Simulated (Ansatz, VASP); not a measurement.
One calculation of ZnSe3, two programs

The input INCAR:

```
SYSTEM = ZnSe3
PREC = Accurate ; ENCUT = 600
EDIFF = 1E-6 ; ISMEAR = 0
SIGMA = 0.1 ; LREAL = .False.
LASPH = .True. ; NELM = 100
ALGO = Normal ; ISIF = 3
LWAVE = .False. ; LCHARG = .False.
GGA = PE ; IBRION = 2
NSW = 90 ; EDIFFG = -0.04
```

KPOINTS

```
regular mesh
0
Gamma
  4 4 4
  0 0 0
```

POSCAR

```
ZnSe3
1.0
    4.4872842384      0.0000000000      0.0000000000
    0.0000000000      4.4872842384      0.0000000000
    0.0000000000      0.0000000000      4.4872842384
Zn Se
1 3
Direct
    0.0000000000      0.0000000000      0.0000000000
    0.0000000000      0.5000000000      0.5000000000
    0.5000000000      0.0000000000      0.5000000000
    0.5000000000      0.5000000000      0.0000000000
```

Input for Ansatz:

```yaml
crystal:
  lattice:
    - [4.4872842384, 0.0, 0.0]
    - [0.0, 4.4872842384, 0.0]
    - [0.0, 0.0, 4.4872842384]
  atoms:
    - { symbol: Zn, position: [0.0, 0.0, 0.0] }
    - { symbol: Se, position: [0.0, 0.5, 0.5] }
    - { symbol: Se, position: [0.5, 0.0, 0.5] }
    - { symbol: Se, position: [0.5, 0.5, 0.0] }
basis:
  ecutwfc: 420
kpoints:
  mp_grid: { grid: [4, 4, 4] }
hamiltonian:
  xc: pbe
scf:
  occupations: { method: gaussian, width: 0.1 }
  lower_state_search: "off"
output:
  forces: true
  stress: true
  eigenvalues: true
relax:
  adjacent_minimum: "off"
  f_tol: 0.04
  max_steps: 70
  cell: { stress_tol: 0.4 }
```

Alike in both runs: task relaxation of cell and atoms; functional PBE; k mesh 4 × 4 × 4; occupations gaussian, width 0.1 eV; no spin polarisation.

|  | VASP | Ansatz |
| --- | --- | --- |
| version | VASP 6.6.1 | Ansatz 0.2.0 |
| potentials or method | VASP PAW PBE potentials, release 64 (Zn, Se), cutoff 600 eV | scalar-relativistic, plane waves, PAW |
| valence electrons in the cell | 30 | 60 |

```csv
,VASP,Ansatz,Ansatz less VASP
"gap on the k mesh at the Fermi level, each at its own relaxed structure (eV)",none,none,-
relaxed volume (Å³/atom),20.27,20.35,+0.080
relaxed length of the cell vector where the two differ most in proportion (Å),4.328,4.334,+0.0057
```

A gap of «none» marks a metal or a gap that the smearing closes. VASP's potentials hold 30 valence electrons a cell and Ansatz's 60, so a difference there can come from the potentials and not from the codes.
